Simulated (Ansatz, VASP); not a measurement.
## SrCl2 in VASP and in Ansatz

Contents of POSCAR:

```
SrCl2
1.0
    0.0000000000      3.4976509443      3.4976509443
    3.4976509443      0.0000000000      3.4976509443
    3.4976509443      3.4976509443      0.0000000000
Sr Cl
1 2
Direct
    0.0000000000      0.0000000000      0.0000000000
    0.2500000000      0.2500000000      0.2500000000
    0.7500000000      0.7500000000      0.7500000000
```

Contents of INCAR.step1:

```
SYSTEM = SrCl2
  PREC = Accurate
  ENCUT = 550
  ISMEAR = 0
  SIGMA = 0.01
  LREAL = .False.
  LASPH = .True.
  NELM = 120
  NBANDS = 19
  GGA = PE
  ALGO = Normal
  EDIFF = 1E-5
  LWAVE = .True.
  LCHARG = .False.
  GGA_COMPAT = .False.
```

The input INCAR.step2:

```
SYSTEM = SrCl2
  PREC = Accurate
  ENCUT = 550
  EDIFF = 1E-6
  ISMEAR = 0
  SIGMA = 0.01
  LREAL = .False.
  LASPH = .True.
  NELM = 120
  ALGO = Normal
  ISIF = 2
  LWAVE = .False.
  LCHARG = .True.
  METAGGA = R2SCAN
  LMIXTAU = .True.
  LELF = .True.
  LVHAR = .True.
  NBANDS = 19
  ISTART = 1
  GGA_COMPAT = .False.
```

KPOINTS

```
Automatic mesh
0
Gamma
  4 4 4
  0 0 0
```

Input for Ansatz:

```yaml
crystal:
  lattice:
    - [0.0, 3.4976509443, 3.4976509443]
    - [3.4976509443, 0.0, 3.4976509443]
    - [3.4976509443, 3.4976509443, 0.0]
  atoms:
    - { symbol: Sr, position: [0.0, 0.0, 0.0] }
    - { symbol: Cl, position: [0.25, 0.25, 0.25] }
    - { symbol: Cl, position: [0.75, 0.75, 0.75] }
kpoints:
  mp_grid: { grid: [4, 4, 4] }
hamiltonian:
  xc: r2scan
scf:
  occupations: { method: fixed }
  n_extra_bands: 4
output:
  forces: true
  stress: true
  eigenvalues: true
```

Alike in both runs: task single point; functional r2SCAN; k mesh 4 × 4 × 4; no spin polarisation.

```csv
,VASP,Ansatz
version,VASP 6.6.1,Ansatz 0.2.0
potentials or method,"VASP PAW PBE potentials, release 64 (Sr_sv, Cl)","plane waves, PAW"
plane-wave cutoff (eV),550,500
occupations,"gaussian, width 0.01 eV",fixed
valence electrons in the cell,24,24
```

|  | VASP | Ansatz | Ansatz less VASP |
| --- | --- | --- | --- |
| gap on the k mesh at the Fermi level (eV) | 5.94 | 5.94 | 0.000 |
| pressure (GPa) | 0.0 | 0.0 | -0.06 |

VASP's potentials were made for PBE, not for r2SCAN.
